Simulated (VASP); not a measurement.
Here is a VASP 6.6.1 calculation.

Contents of INCAR:

```
PREC = Accurate
ENCUT = 1130
EDIFF = 1E-6
ISMEAR = 0
SIGMA = 0.1
LREAL = Auto
LASPH = T
NELM = 120
ALGO = Normal
ISIF = 2
LWAVE = F
LCHARG = F
GGA = PE
NBANDS = 63
GGA_COMPAT = F
```

File KPOINTS:

```
regular mesh
0
Gamma
  4 4 4
```

The input POSCAR:

```
NaAgPtC6N6
1.0
    0.0000000000      5.6001017607      5.6001017607
    5.6001017607      0.0000000000      5.6001017607
    5.6001017607      5.6001017607      0.0000000000
Na Ag Pt C N
1 1 1 6 6
Direct
    0.7500000000      0.7500000000      0.7500000000
    0.0000000000      0.0000000000      0.0000000000
    0.5000000000      0.5000000000      0.5000000000
    0.7839750006      0.2160249994      0.2160249994
    0.2160249994      0.2160249994      0.7839750006
    0.7839750006      0.2160249994      0.7839750006
    0.2160249994      0.7839750006      0.7839750006
    0.7839750006      0.7839750006      0.2160249994
    0.2160249994      0.7839750006      0.2160249994
    0.6791023094      0.3208976906      0.3208976906
    0.3208976906      0.3208976906      0.6791023094
    0.6791023094      0.3208976906      0.6791023094
    0.3208976906      0.6791023094      0.6791023094
    0.6791023094      0.6791023094      0.3208976906
    0.3208976906      0.6791023094      0.3208976906
```

Potentials or basis: VASP PAW PBE potentials, release 64 (Na_sv, Ag_sv_GW, Pt_sv_GW, C, N).

Command:

```bash
$ cat potpaw_PBE.64/Na_sv/POTCAR potpaw_PBE.64/Ag_sv_GW/POTCAR potpaw_PBE.64/Pt_sv_GW/POTCAR potpaw_PBE.64/C/POTCAR potpaw_PBE.64/N/POTCAR > POTCAR
$ mpirun -np 1 vasp_std > vasp.out
```

Q: Predict the pressure.

A: 0.5 GPa.

Q: Predict the band gap on the k mesh.

A: 1.20 eV (least direct gap 1.28 eV).

Q: Predict the largest force.

A: 0.351 eV/Å.

Forces in eV/Å, atoms in the order of the input:
```
Na   0.000  0.000  0.000
Ag   0.000  0.000  0.000
Pt   0.000  0.000  0.000
C   -0.305  0.000  0.000
C    0.000  0.000 -0.305
C    0.000  0.305  0.000
C    0.305  0.000  0.000
C    0.000  0.000  0.305
C    0.000 -0.305  0.000
N    0.351  0.000  0.000
N    0.000  0.000  0.351
N    0.000 -0.351  0.000
N   -0.351  0.000  0.000
N    0.000  0.000 -0.351
N    0.000  0.351  0.000
```

Caveat: spin-orbit coupling is left out, which moves the levels of the heavy elements. A k mesh can miss the band edges.
